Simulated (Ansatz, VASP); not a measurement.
## HgTe: VASP beside Ansatz

```xyz
2
Lattice="0.0000 2.9215 2.8339 2.9215 0.0000 2.8339 2.9215 2.9215 0.0000" Properties=species:S:1:pos:R:3 pbc="T T T"
Hg    0.0000    0.0000    0.0000
Te    2.9215    2.9215    2.8339
```

Change from the starting cell: zz strain of -3 %, crystal datasets.

Alike in both runs: task electric field gradients; functional LDA; k mesh 10 × 10 × 10; occupations fermi-dirac, width 0.08 eV; no spin polarisation.

```csv
,VASP,Ansatz
version,VASP 6.6.1,Ansatz 0.2.0
potentials or method,"VASP PAW LDA potentials, release 64 (Hg, Te), cutoff 400 eV","all-electron PAW with datasets made for the crystal, scalar-relativistic"
```

|  | VASP | Ansatz | Ansatz less VASP |
| --- | --- | --- | --- |
| pressure (GPa) | 7.5 | 6.9 | -0.62 |
| traceless stress, the component that is largest in VASP (GPa) | 3.26 | 3.13 | -0.129 |
| size of Vzz on the site where it differs most (V/Å²) | 64.7 | 42.3 | -22.37 |

LDA's correlation is that of Perdew and Zunger in VASP and of Perdew and Wang (1992) in Ansatz. Ansatz ran all-electron here, and VASP with PAW potentials.

Spin-orbit coupling is off throughout.
